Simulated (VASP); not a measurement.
Co:

```
Co
1.0
     2.48736    0.00000    0.00000
    -1.24368    2.15412    0.00000
     0.00000    0.00000    4.06329
Co
2
Direct
  0.66667 0.33333 0.25986
  0.33333 0.66667 0.74014
```

* Program: VASP 6.6.1
* Task: relaxation of cell and atoms
* Functional: PBE
* Potentials or basis: VASP PAW PBE potentials, release 64 (Co)
* Cutoff: 600 eV
* k mesh: 18 × 18 × 10
* Occupations: gaussian, width 0.1 eV
* Spin: collinear spin, ferromagnetic start
* Starting moments: [1.93, 1.93] μB

At the start: pressure -0.5 GPa; volume 10.89 Å³/atom.

Question: How do energy, volume and symmetry change on relaxing?

Answer: Over 9 steps the energy falls by 10.2 meV/atom and the volume is 10.81 Å³/atom (-0.7 %); space group P-3m1 (No. 164, to 0.1 Å) before, P6_3/mmc (No. 194, to 0.1 Å); moment 3.18 μB per cell.

Step by step:
| step | energy change (eV) | largest force (eV/Å) | pressure (GPa) | volume (Å³) |
| --- | --- | --- | --- | --- |
| 1 | 0.0000 | 0.4920 | -0.51 | 21.77 |
| 2 | -0.0169 | 0.1907 | -0.26 | 21.66 |
| 3 | -0.0202 | 0.0195 | 0.39 | 21.58 |
| 4 | -0.0203 | 0.0021 | 0.28 | 21.59 |
| 5 | -0.0203 | 0.0071 | 0.34 | 21.58 |
| 6 | -0.0202 | 0.0109 | -0.44 | 21.66 |
| 7 | -0.0203 | 0.0084 | 0.00 | 21.62 |
| 8 | -0.0203 | 0.0089 | -0.01 | 21.62 |
| 9 | -0.0203 | 0.0035 | 0.01 | 21.62 |

Final structure:
```
CELL_PARAMETERS angstrom
2.48969 0.00000 0.00000
-1.24484 2.15613 0.00000
0.00000 0.00000 4.02735
ATOMIC_POSITIONS crystal
Co 0.66667 0.33333 0.24992
Co 0.33333 0.66667 0.75008
```
